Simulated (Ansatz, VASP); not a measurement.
**Two plane-wave programs on Zn3S5**

```xyz
8
Lattice="3.8068 0.0000 0.0000 -1.9034 3.2968 0.0000 0.0000 0.0000 11.9631" Properties=species:S:1:pos:R:3 pbc="T T T"
Zn    1.9034    1.0989   10.4721
Zn    0.0000    2.1978    1.4910
Zn    0.0000    0.0000    5.9815
S     0.0000    0.0000    0.0000
S     1.9034    1.0989    2.6459
S     1.9034    1.0989    4.7538
S     0.0000    2.1978    9.3172
S     0.0000    2.1978    7.2092
```

Alike in both runs: task relaxation of cell and atoms; functional PBE; k mesh 12 × 12 × 4; occupations gaussian, width 0.1 eV; no spin polarisation.

```csv
,VASP,Ansatz
version,VASP 6.6.1,Ansatz 0.2.0
potentials or method,"VASP PAW PBE potentials, release 64 (Zn, S), cutoff 600 eV","scalar-relativistic, plane waves, PAW"
valence electrons in the cell,66,66
```

```csv
,VASP,Ansatz,Ansatz less VASP
"gap on the k mesh at the Fermi level, each at its own relaxed structure (eV)",none,none,-
relaxed volume (Å³/atom),18.73,18.73,-0.001
relaxed cell length with the largest relative difference (Å),11.958,11.964,+0.0061
```

A gap of «none» marks a metal or a gap that the smearing closes.
